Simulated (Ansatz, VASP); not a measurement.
## Two plane-wave programs on Ti8C5

```
CELL_PARAMETERS angstrom
3.03729 1.75358 4.91582
-3.03729 1.75358 4.91582
0.00000 -3.50717 4.91582
ATOMIC_POSITIONS crystal
Ti 0.24985 0.76302 0.24985
Ti 0.24985 0.24985 0.76302
Ti 0.76302 0.24985 0.24985
Ti 0.23698 0.75015 0.75015
Ti 0.75015 0.23698 0.75015
Ti 0.75015 0.75015 0.23698
Ti 0.24490 0.24490 0.24490
Ti 0.75510 0.75510 0.75510
C 0.00000 0.00000 0.50000
C 0.50000 0.00000 0.00000
C 0.00000 0.50000 0.00000
C 0.50000 0.50000 0.50000
C 0.00000 0.00000 0.00000
```

Alike in both runs: functional PBEsol; k mesh 6 × 6 × 6; occupations fermi-dirac, width 0.15 eV; no spin polarisation.

Ansatz relaxed the structure, and its values are those at the end. VASP's run is a single point on that final structure, the one shown.

```csv
,VASP,Ansatz
version,VASP 6.6.1,Ansatz 0.2.0
potentials or method,"VASP PAW PBE potentials, release 64 (Ti_sv, C), cutoff 520 eV","scalar-relativistic, plane waves, PAW"
valence electrons in the cell,116,116
```

```csv
,VASP,Ansatz,Ansatz less VASP
gap on the k mesh at the Fermi level (eV),none,none,-
pressure (GPa),0.2,0.0,-0.19
rms of the force components (eV/Å),0.010,0.000,-0.0096
```

VASP's potentials were made for PBE, not for PBEsol. A gap of «none» marks a metal or a gap that the smearing closes.
